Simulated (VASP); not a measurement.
Write the native input for VASP 6.6.1 that does the following.

```yaml
Task: single point
Functional: PBE
Potentials_or_basis: VASP PAW PBE potentials, release 64 (Ga_d)
Cutoff: 520 eV
k_mesh: 12 × 12 × 10
Occupations: fermi-dirac, width 0.08 eV
Spin: no spin polarisation
Dipole_correction: no
Further_INCAR_settings: ALGO = Normal; EDIFF = 1e-06; NBANDS = 20
```

The structure of Ga lies in POSCAR:

```
Ga
1.0
    1.4596029289     -4.0919213144      0.0000000000
    1.4596029289      4.0919213144      0.0000000000
    0.0000000000      0.0000000000      3.1909939893
Ga
2
Direct
    0.8670000000      0.1330000000      0.2500000000
    0.1330000000      0.8670000000      0.7500000000
```

This cell differs from its parent crystal: volume scaled by 1.02.

One way to write it, as run:

INCAR

```
SYSTEM = Ga
PREC = Accurate
ENCUT = 520
EDIFF = 1E-6
ISMEAR = -1
SIGMA = 0.08
LREAL = .False.
LASPH = .True.
NELM = 100
ALGO = Normal
ISIF = 2
LWAVE = .False.
LCHARG = .False.
GGA = PE
NBANDS = 20
```

KPOINTS

```
regular mesh
0
Gamma
  12 12 10
  0 0 0
```

Potentials or basis: VASP PAW PBE potentials, release 64 (Ga_d).

Run with:

```bash
$ cat potpaw_PBE.64/Ga_d/POTCAR > POTCAR
$ mpirun -np 1 vasp_std > vasp.out
```

Results of the run:

The pressure is 0.6 GPa and the largest force is 0.186 eV/Å. The band gap on the k mesh is zero (band 13 reaches 10.53 eV, above the bottom of band 14 at 1.32 eV).

It took 2.8 min on 1 thread of Intel(R) Xeon(R) Platinum 8259CL CPU @ 2.50GHz (Skylake/Cascade Lake), on a shared host, peak memory 0.28 GiB.
